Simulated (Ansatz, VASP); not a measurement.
This is a calculation of BeTe for Ansatz 0.2.0.

Contents of input.yaml:

```yaml
crystal:
  lattice:
    - [0.0, 2.77, 2.77]
    - [2.77, 0.0, 2.77]
    - [2.77, 2.77, 0.0]
  atoms:
    - { symbol: Te, position: [0.75, 0.75, 0.75] }
    - { symbol: Be, position: [0.0, 0.0, 0.0] }
kpoints:
  mp_grid: { grid: [8, 8, 8] }
scf:
  occupations: { method: gaussian, width: 0.021 }
hamiltonian:
  xc: pbe
  pseudopotentials: { kind: all_electron, lapw: { basis_error: 0.001 } }
output:
  forces: true
  stress: true
  eigenvalues: true
```

Potentials or basis: all-electron LAPW, scalar-relativistic.

Command:

```console
$ ansatz run input.yaml --threads 1 --pin off --max-ram 3072MiB --backend cpu --events-out ev --progress --plain --runs-dir out
```

Q: Set up the same calculation for VASP 6.6.1. Potentials there: VASP PAW PBE potentials, release 64 (Te, Be).

A: As run (the cutoff follows the program's own potentials):

File INCAR:

```
  PREC = Accurate
  ENCUT = 520
  EDIFF = 1E-7
  ISMEAR = 0
  SIGMA = 0.020999999999999998
  LREAL = F
  LASPH = T
  NELM = 60
  ALGO = Normal
  ISIF = 2
  LWAVE = F
  LCHARG = F
  GGA = PE
  NBANDS = 11
```

File KPOINTS:

```
Automatic mesh
0
Gamma
  8 8 8
```

Contents of POSCAR:

```
BeTe
1.0
    0.0000000000      2.7700000000      2.7700000000
    2.7700000000      0.0000000000      2.7700000000
    2.7700000000      2.7700000000      0.0000000000
Te Be
1 1
Direct
    0.7500000000      0.7500000000      0.7500000000
    0.0000000000      0.0000000000      0.0000000000
```

Potentials or basis: VASP PAW PBE potentials, release 64 (Te, Be).

The run is started by

```bash
$ cat potpaw_PBE.64/Te/POTCAR potpaw_PBE.64/Be/POTCAR > POTCAR
$ mpirun -np 1 vasp_std > vasp.out
```

Both were run:

|  | VASP | Ansatz | Ansatz less VASP |
| --- | --- | --- | --- |
| gap on the k mesh at the Fermi level (eV) | 1.85 | 1.86 | +0.015 |
| least direct gap on the mesh (eV) | 3.56 | 3.59 | +0.022 |
| pressure (GPa) | 4.5 | 4.3 | -0.18 |

Ansatz ran all-electron here, and VASP with PAW potentials.

Spin-orbit coupling is off throughout.
